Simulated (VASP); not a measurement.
# HPt6 in VASP: notebook, part 2 of 2

VASP 6.6.1. Earlier steps stand in the parts before.

## Step 4: Single point, PBE

Contents of INCAR:

```
ALGO     = Normal         # electronic algorithm
DIPOL    = 0.5 0.5 0.295
EDIFF    = 1E-6           # SCF threshold, eV
ENCUT    = 520            # plane-wave cutoff, eV
GGA      = PE             # functional
IDIPOL   = 3            
ISIF     = 2              # what is computed and relaxed
ISMEAR   = 0              # smearing method
LASPH    = True           # aspherical terms in the spheres
LCHARG   = True           # write CHGCAR
LDIPOL   = True         
LELF     = True           # ELF
LREAL    = False          # projectors in reciprocal space
LVACPOTAV= True         
LVHAR    = True         
LWAVE    = False          # write WAVECAR
NBANDS   = 74             # bands
NELM     = 60             # most SCF steps
PREC     = Accurate       # precision mode
SIGMA    = 0.1            # smearing width, eV
```

Contents of KPOINTS:

```
k-points
0
Gamma
  5 5 1
```

Contents of POSCAR:

```
HPt6
1.0
    5.6143281343      0.0000000000      0.0000000000
    0.0000000000      5.6143281343      0.0000000000
    0.0000000000      0.0000000000     21.8513792319
Pt H
12 2
Direct
    0.2500000000      0.2500000000      0.1830548066
    0.2500000000      0.7500000000      0.1830548066
    0.7500000000      0.2500000000      0.1830548066
    0.7500000000      0.7500000000      0.1830548066
    0.0000000000      0.0000000000      0.2712126041
    0.0000000000      0.5000000000      0.2712126041
    0.5000000000      0.0000000000      0.2712126041
    0.5000000000      0.5000000000      0.2712126041
    0.2500000000      0.2500000000      0.3593081768
    0.2500000000      0.7500000000      0.3593081768
    0.7500000000      0.2500000000      0.3593081768
    0.7500000000      0.7500000000      0.3593081768
   -0.0667933885      0.0000000000      0.4384793806
    0.0667933885      0.0000000000      0.4384793806
```

Potentials or basis: VASP PAW PBE potentials, release 64 (Pt, H).

The run is started by

```sh
$ cat potpaw_PBE.64/Pt/POTCAR potpaw_PBE.64/H/POTCAR > POTCAR
$ mpirun -np 1 vasp_std > vasp.out
```

OUTCAR:

```text
EDIFF = 1E-6
   ENCUT = 520
   GGA = PE
   ISIF = 2
   ISMEAR = 0
   LASPH = True
   LREAL = False
   NELM = 60
   PREC = Accurate

 ion  position               nearest neighbor table
   1  0.250  0.250  0.183-   5 2.77   6 2.77   7 2.77   8 2.77   2 2.81   3 2.81   2 2.81   3 2.81

   2  0.250  0.750  0.183-   5 2.77   6 2.77   7 2.77   8 2.77   1 2.81   4 2.81   1 2.81   4 2.81

   3  0.750  0.250  0.183-   5 2.77   6 2.77   7 2.77   8 2.77   1 2.81   4 2.81   4 2.81   1 2.81
[... 15 lines left out ...]
  11  0.750  0.250  0.359-   5 2.77   6 2.77   7 2.77   8 2.77   9 2.81  12 2.81  12 2.81   9 2.81

  12  0.750  0.750  0.359-   5 2.77   6 2.77   7 2.77   8 2.77  10 2.81  11 2.81  11 2.81  10 2.81

  13  0.933  0.000  0.438-  14 0.75
  14  0.067  0.000  0.438-  13 0.75

  LATTYP: Found a simple tetragonal cell.
 ALAT       =     5.6143281343
 C/A-ratio  =     3.8920737636

  Lattice vectors:

 A1 = (   5.6143281343,   0.0000000000,   0.0000000000)
 A2 = (   0.0000000000,   5.6143281343,   0.0000000000)
 A3 = (   0.0000000000,   0.0000000000,  21.8513792319)

Analysis of symmetry for initial positions (statically):
=====================================================================
 Subroutine PRICEL returns:
 Original cell was already a primitive cell.

 Routine SETGRP: Setting up the symmetry group for a
 simple tetragonal supercell.

 Subroutine GETGRP returns: Found  4 space group operations
 (whereof  4 operations were pure point group operations)
 out of a pool of 16 trial point group operations.

The static configuration has the point symmetry C_2v.

Analysis of symmetry for dynamics (positions and initial velocities):
=====================================================================
 Subroutine PRICEL returns:
 Original cell was already a primitive cell.
[... 153 lines left out ...]
   NGX = 21   NGY = 21   NGZ = 81

 dipolmoment           0.000000      0.000000      0.008713 electrons x Angstroem

 number of electron     122.0000012 magnetization

 dipolmoment           0.000000      0.000000     -0.067176 electrons x Angstroem

 Free energy of the ion-electron system (eV)
  ---------------------------------------------------
  ext. energy  EPLUGINS =         0.00000000
  ---------------------------------------------------
  free energy    TOTEN  =       -72.34852999 eV

  energy without entropy =      -72.20842394  energy(sigma->0) =      -72.27847697

 E-fermi :  -1.0681     XC(G=0):  -4.5562

 val. band max:       -1.0706147074   @ k =   0.2000   0.2000   0.0000
 cond. band min:      -1.0547688837   @ k =  -0.2000   0.4000   0.0000
 fundamental gap:      0.0158458237
 Fermi energy:        -1.0680699412

 k-point     1 :       0.0000    0.0000    0.0000
  band No.  band energies     occupation
      1      -9.9951      2.00000
      2      -8.3633      2.00000
      3      -7.5280      2.00000
      4      -7.5208      2.00000
      5      -7.3048      2.00000
      6      -7.3000      2.00000
[... 673 lines left out ...]
     72       2.5910      0.00000
     73       3.2126      0.00000
 [bands above 73 left out]

------------------------ aborting loop because EDIFF is reached ----------------------------------------

  FORCE on cell =-STRESS in cart. coord.  units (eV):
  Direction    XX          YY          ZZ          XY          YZ          ZX
  --------------------------------------------------------------------------------------
  -------------------------------------------------------------------------------------
  Total      -11.0508488    -12.0024765      1.2801683      0.0000000      0.0000000      0.0000000
  in kB      -25.7058389    -27.9194596      2.9778526      0.0000000      0.0000000      0.0000000
  external PRESSURE =     -16.8824820 kB  Pullay stress =       0.0000000 kB

 VOLUME and BASIS-vectors are now :
 -----------------------------------------------------------------------------
  energy-cutoff  :      520.00
  volume of cell :      688.77
      direct lattice vectors                 reciprocal lattice vectors
     5.614328134  0.000000000  0.000000000     0.178115703  0.000000000  0.000000000
     0.000000000  5.614328134  0.000000000     0.000000000  0.178115703  0.000000000
     0.000000000  0.000000000 21.851379232     0.000000000  0.000000000  0.045763702

 POSITION                                       TOTAL-FORCE (eV/Angst)
 -----------------------------------------------------------------------------------
      1.40358      1.40358      4.00000         0.014889      0.022323      0.011170
      1.40358      4.21075      4.00000         0.014889     -0.022323      0.011170
      4.21075      1.40358      4.00000        -0.014889      0.022323      0.011170
      4.21075      4.21075      4.00000        -0.014889     -0.022323      0.011170
      0.00000      0.00000      5.92637         0.000000      0.000000     -0.110256
      0.00000      2.80716      5.92637         0.000000      0.000000     -0.017933
      2.80716      0.00000      5.92637         0.000000      0.000000     -0.034752
      2.80716      2.80716      5.92637         0.000000      0.000000     -0.244951
      1.40358      1.40358      7.85138         0.107920      0.106823     -0.031879
      1.40358      4.21075      7.85138         0.107920     -0.106823     -0.031879
      4.21075      1.40358      7.85138        -0.107920      0.106823     -0.031879
      4.21075      4.21075      7.85138        -0.107920     -0.106823     -0.031879
      5.23933      0.00000      9.58138        -1.238537      0.000000      0.245364
      0.37500      0.00000      9.58138         1.238537      0.000000      0.245364
 -----------------------------------------------------------------------------------
    total drift:                                0.000000      0.000000     -0.000029

  FREE ENERGIE OF THE ION-ELECTRON SYSTEM (eV)
  ---------------------------------------------------
  free  energy   TOTEN  =       -72.3485299933 eV

  energy  without entropy=      -72.2084239432  energy(sigma->0) =      -72.27847697

 vacuum level on the upper side and lower side of the slab         4.230         4.616
```

Run time: 22 min. Hardware: 1 thread of Intel Xeon Platinum 8488C (Sapphire Rapids), shared host; peak memory 0.79 GiB.

Results:

```yaml
Free_energy: -72.3485 eV
Largest_force: 1.263 eV/Å
Band_gap_on_the_k_mesh: zero (bands 61 and 62 overlap by 0.15 eV)
```

Forces in eV/Å, atoms in the order of the input:
```
Pt   0.015  0.022  0.011
Pt   0.015 -0.022  0.011
Pt  -0.015  0.022  0.011
Pt  -0.015 -0.022  0.011
Pt   0.000  0.000 -0.110
Pt   0.000  0.000 -0.018
Pt   0.000  0.000 -0.035
Pt   0.000  0.000 -0.245
Pt   0.108  0.107 -0.032
Pt   0.108 -0.107 -0.032
Pt  -0.108  0.107 -0.032
Pt  -0.108 -0.107 -0.032
H   -1.239  0.000  0.245
H    1.239  0.000  0.245
```

Caveat: spin-orbit coupling is left out, which moves the levels of the heavy elements.

## Step 5: Single point, PBE

Contents of INCAR:

```
PREC = Accurate
ENCUT = 520
EDIFF = 1E-6
ISMEAR = 0
SIGMA = 0.1
LREAL = False
LASPH = True
NELM = 60
ALGO = Normal
ISIF = 2
LWAVE = False
LCHARG = True
LDIPOL = True
IDIPOL = 3
DIPOL = 0.5 0.5 0.301
GGA = PE
LELF = True
LVHAR = True
LVACPOTAV = True
NBANDS = 74
```

Contents of KPOINTS:

```
Automatic mesh
0
Gamma
  5 5 1
```

POSCAR, as its differences from that of step 4:

```diff
@@ -20,3 +20,3 @@
     0.7500000000      0.7500000000      0.3593081768
-   -0.0667933885      0.0000000000      0.4384793806
-    0.0667933885      0.0000000000      0.4384793806
+   -0.0667933885      0.0000000000      0.4782938011
+    0.0667933885      0.0000000000      0.4782938011
```

Potentials or basis: VASP PAW PBE potentials, release 64 (Pt, H).

The run is started by

```sh
$ cat potpaw_PBE.64/Pt/POTCAR potpaw_PBE.64/H/POTCAR > POTCAR
$ mpirun -np 1 vasp_std > vasp.out
```

OUTCAR:

```text
PREC = Accurate
   ENCUT = 520
   EDIFF = 1E-6
   ISMEAR = 0
   LREAL = False
   LASPH = True
   NELM = 60
   ISIF = 2
   GGA = PE

 ion  position               nearest neighbor table
   1  0.250  0.250  0.183-   5 2.77   6 2.77   7 2.77   8 2.77   2 2.81   3 2.81   2 2.81   3 2.81

   2  0.250  0.750  0.183-   5 2.77   6 2.77   7 2.77   8 2.77   1 2.81   4 2.81   1 2.81   4 2.81

   3  0.750  0.250  0.183-   5 2.77   6 2.77   7 2.77   8 2.77   1 2.81   4 2.81   4 2.81   1 2.81
[... 15 lines left out ...]
  11  0.750  0.250  0.359-   5 2.77   6 2.77   7 2.77   8 2.77   9 2.81  12 2.81  12 2.81   9 2.81

  12  0.750  0.750  0.359-   5 2.77   6 2.77   7 2.77   8 2.77  10 2.81  11 2.81  11 2.81  10 2.81

  13  0.933  0.000  0.478-  14 0.75
  14  0.067  0.000  0.478-  13 0.75

  LATTYP: Found a simple tetragonal cell.
 ALAT       =     5.6143281343
 C/A-ratio  =     3.8920737636

  Lattice vectors:

 A1 = (   5.6143281343,   0.0000000000,   0.0000000000)
 A2 = (   0.0000000000,   5.6143281343,   0.0000000000)
 A3 = (   0.0000000000,   0.0000000000,  21.8513792319)

Analysis of symmetry for initial positions (statically):
=====================================================================
 Subroutine PRICEL returns:
 Original cell was already a primitive cell.

 Routine SETGRP: Setting up the symmetry group for a
 simple tetragonal supercell.

 Subroutine GETGRP returns: Found  4 space group operations
 (whereof  4 operations were pure point group operations)
 out of a pool of 16 trial point group operations.

The static configuration has the point symmetry C_2v.

Analysis of symmetry for dynamics (positions and initial velocities):
=====================================================================
 Subroutine PRICEL returns:
 Original cell was already a primitive cell.

 Routine SETGRP: Setting up the symmetry group for a
 simple tetragonal supercell.

[... 153 lines left out ...]
 number of electron     122.0000012 magnetization

 dipolmoment           0.000000      0.000000     -0.030051 electrons x Angstroem

 Free energy of the ion-electron system (eV)
  ---------------------------------------------------
  ext. energy  EPLUGINS =         0.00000000
  ---------------------------------------------------
  free energy    TOTEN  =       -72.67506925 eV

  energy without entropy =      -72.55521112  energy(sigma->0) =      -72.61514019

 E-fermi :  -1.1588     XC(G=0):  -4.6204

 val. band max:       -1.1717510964   @ k =   0.4000   0.4000   0.0000
 cond. band min:      -1.1583066070   @ k =   0.2000   0.0000   0.0000
 fundamental gap:      0.0134444895
 Fermi energy:        -1.1588097914

 k-point     1 :       0.0000    0.0000    0.0000
  band No.  band energies     occupation
      1     -10.0120      2.00000
      2      -7.6189      2.00000
      3      -7.6148      2.00000
      4      -7.5370      2.00000
      5      -7.3814      2.00000
      6      -7.3809      2.00000
[... 673 lines left out ...]
     72       2.4008      0.00000
     73       3.1516      0.00000
 [bands above 73 left out]

------------------------ aborting loop because EDIFF is reached ----------------------------------------

  FORCE on cell =-STRESS in cart. coord.  units (eV):
  Direction    XX          YY          ZZ          XY          YZ          ZX
  --------------------------------------------------------------------------------------
  -------------------------------------------------------------------------------------
  Total      -12.9594257    -13.0500378      0.3110508      0.0000000      0.0000000      0.0000000
  in kB      -30.1454589    -30.3562355      0.7235481      0.0000000      0.0000000      0.0000000
  external PRESSURE =     -19.9260488 kB  Pullay stress =       0.0000000 kB

 VOLUME and BASIS-vectors are now :
 -----------------------------------------------------------------------------
  energy-cutoff  :      520.00
  volume of cell :      688.77
      direct lattice vectors                 reciprocal lattice vectors
     5.614328134  0.000000000  0.000000000     0.178115703  0.000000000  0.000000000
     0.000000000  5.614328134  0.000000000     0.000000000  0.178115703  0.000000000
     0.000000000  0.000000000 21.851379232     0.000000000  0.000000000  0.045763702

 POSITION                                       TOTAL-FORCE (eV/Angst)
 -----------------------------------------------------------------------------------
      1.40358      1.40358      4.00000        -0.004526     -0.001827      0.011680
      1.40358      4.21075      4.00000        -0.004526      0.001827      0.011680
      4.21075      1.40358      4.00000         0.004526     -0.001827      0.011680
      4.21075      4.21075      4.00000         0.004526      0.001827      0.011680
      0.00000      0.00000      5.92637         0.000000      0.000000     -0.022107
      0.00000      2.80716      5.92637         0.000000      0.000000      0.005263
      2.80716      0.00000      5.92637         0.000000      0.000000     -0.000779
      2.80716      2.80716      5.92637         0.000000      0.000000     -0.072997
      1.40358      1.40358      7.85138         0.017920      0.016046     -0.037116
      1.40358      4.21075      7.85138         0.017920     -0.016046     -0.037116
      4.21075      1.40358      7.85138        -0.017920      0.016046     -0.037116
      4.21075      4.21075      7.85138        -0.017920     -0.016046     -0.037116
      5.23933      0.00000     10.45138        -0.120512      0.000000      0.096183
      0.37500      0.00000     10.45138         0.120512      0.000000      0.096183
 -----------------------------------------------------------------------------------
    total drift:                                0.000000      0.000000     -0.000099

  FREE ENERGIE OF THE ION-ELECTRON SYSTEM (eV)
  ---------------------------------------------------
  free  energy   TOTEN  =       -72.6750692538 eV

  energy  without entropy=      -72.5552111170  energy(sigma->0) =      -72.61514019

 vacuum level on the upper side and lower side of the slab         4.359         4.532
```

Wall time 19 min (1 thread of Intel Xeon Platinum 8488C (Sapphire Rapids), shared host); peak memory 0.79 GiB.

What came out:

| Quantity | Value |
| --- | --- |
| Free energy | -72.6751 eV |
| Largest force | 0.154 eV/Å |
| Band gap on the k mesh | zero (bands 61 and 62 overlap by 0.16 eV) |

Forces in eV/Å, atoms in the order of the input:
```
Pt  -0.005 -0.002  0.012
Pt  -0.005  0.002  0.012
Pt   0.005 -0.002  0.012
Pt   0.005  0.002  0.012
Pt   0.000  0.000 -0.022
Pt   0.000  0.000  0.005
Pt   0.000  0.000 -0.001
Pt   0.000  0.000 -0.073
Pt   0.018  0.016 -0.037
Pt   0.018 -0.016 -0.037
Pt  -0.018  0.016 -0.037
Pt  -0.018 -0.016 -0.037
H   -0.121  0.000  0.096
H    0.121  0.000  0.096
```

Caveat: spin-orbit coupling is left out, which moves the levels of the heavy elements.

## Step 6: Overview

```tsv
cell	gap on the mesh (eV)	largest force (eV/Å)
as given, atomic positions A	none	1.96
as given, atomic positions B	none	2.96
as given, atomic positions C	none	1.26
as given, atomic positions D	none	0.15
```

Alike in all rows: task single point; level PBE; potentials or basis VASP PAW PBE potentials, release 64 (Pt, H); no spin polarisation; k mesh 5 × 5 × 1; cutoff (eV) 520; smearing gaussian 0.1 eV.

Caveats: spin-orbit coupling is left out, which moves the levels of the heavy elements.

Total energies depend on the potentials used, so only differences within one code and one set of settings carry meaning.
